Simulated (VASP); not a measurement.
Input of a VASP 6.6.1 run:

File INCAR:

```
SYSTEM = SnTe
  PREC = Accurate
  ENCUT = 520
  EDIFF = 1E-6
  ISMEAR = 0
  SIGMA = 0.03
  LREAL = .FALSE.
  LASPH = .TRUE.
  NELM = 100
  ALGO = Normal
  ISIF = 2
  LWAVE = .FALSE.
  LCHARG = .FALSE.
  GGA = PE
  NBANDS = 17
```

KPOINTS

```
regular mesh
0
G
  10 10 10
  0 0 0
```

The input POSCAR:

```
SnTe
1.0
    0.0000000000      3.1565000000      3.0775875000
    3.1565000000      0.0000000000      3.0775875000
    3.1565000000      3.1565000000      0.0000000000
Sn Te
1 1
Direct
    0.0000000000      0.0000000000      0.0000000000
    0.5000000000      0.5000000000      0.5000000000
```

Potentials or basis: VASP PAW PBE potentials, release 64 (Sn_d, Te).

The run is started by

```sh
$ cat potpaw_PBE.64/Sn_d/POTCAR potpaw_PBE.64/Te/POTCAR > POTCAR
$ mpirun -np 1 vasp_std > vasp.out
```

Problem. What does it give for the pressure?

Solution. 3.4 GPa.

Problem. What does it give for the band gap on the k mesh?

Solution. 0.20 eV, direct.

Stress tensor (GPa, compression positive):
```
2.07 0.00 0.00
0.00 2.07 0.00
0.00 0.00 5.98
```

Caveat: the cell differs from its parent crystal (strain +0.000 along x and y, -0.025 along z); spin-orbit coupling is left out, which moves the levels of the heavy elements. A k mesh can miss the band edges.
